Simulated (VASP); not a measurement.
Cr, 8 atoms in the cell. The structure is cubic, space group Pm-3n (No. 223). The conventional cell has a = 4.578 Å, b = 4.578 Å, c = 4.578 Å, α = 90.00°, β = 90.00°, γ = 90.00°. Within 3.4 Å of Cr (site symmetry m-3) lie 12 Cr at 2.56 Å. Within 3.0 Å of Cr (site symmetry -4m2) lie 14 Cr at 2.29 to 2.80 Å. 

```yaml
Program: VASP 6.6.1
Task: relaxation of cell and atoms
Functional: revPBE
Potentials_or_basis: VASP PAW PBE potentials, release 64 (Cr_pv)
Cutoff: 600 eV
k_mesh: 6 × 6 × 6
Occupations: fermi-dirac, width 0.1 eV
Spin: no spin polarisation
Dipole_correction: no
Further_INCAR_settings: ALGO = Normal; EDIFF = 1e-06; IBRION = 2; EDIFFG = -0.01; NSW = 80; ISIF = 3
```

Potentials or basis: VASP PAW PBE potentials, release 64 (Cr_pv).

Run with:

```bash
$ cat potpaw_PBE.64/Cr_pv/POTCAR > POTCAR
$ mpirun -np 1 vasp_std > vasp.out
```

Hardware: 1 thread of AMD EPYC 9R45 96-Core Processor (Zen 5) (shared host).

Problem. How long does it take, and how much memory?

Solution. Run time: 3.8 min on 1 thread of AMD EPYC 9R45 96-Core Processor (Zen 5) (shared host), peak memory 0.26 GiB. Counts: scf iterations 36, k points 20, ion steps 3.
